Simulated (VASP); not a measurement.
**AgI: single point with PBEsol**

The system is AgI.

```
Ag I
1.0
     0.00000    3.19649    3.19649
     3.19649    0.00000    3.19649
     3.19649    3.19649    0.00000
Ag I
1 1
Direct
  0.00000 0.00000 0.00000
  0.75000 0.75000 0.75000
```

| Quantity | Value |
| --- | --- |
| Program | VASP 6.6.1 |
| Task | single point |
| Functional | PBEsol |
| Potentials or basis | VASP PAW PBE potentials, release 64 (Ag, I) |
| Cutoff | 500 eV |
| k mesh | 8 × 8 × 8 |
| Occupations | gaussian, width 0.01 eV |
| Spin | no spin polarisation |

The pressure is 0.9 GPa and the band gap on the k mesh is 1.20 eV, direct.

Levels at points of the mesh, in eV from the valence-band top:
```
           k point  band 7  band 8  band 9  band 10  band 11  band 12
(0.00, 0.00, 0.00)    0.00    0.00    0.00     1.20     5.58     5.58
(0.50, 0.00, 0.00)   -3.14   -0.80   -0.80     2.62     6.09     6.09
(0.50, 0.50, 0.00)   -2.81   -1.97   -1.97     3.35     3.73     8.53
```

Run time: 17 s on 1 thread of AMD EPYC 9R45 96-Core Processor (Zen 5) (shared host), peak memory 0.18 GiB.

Caveat: the PAW data sets were made with another functional, which shifts forces and pressure a little; spin-orbit coupling is left out, which moves the levels of the heavy elements. Expect the measured gap to be larger: semilocal functionals such as PBEsol lack the derivative discontinuity.
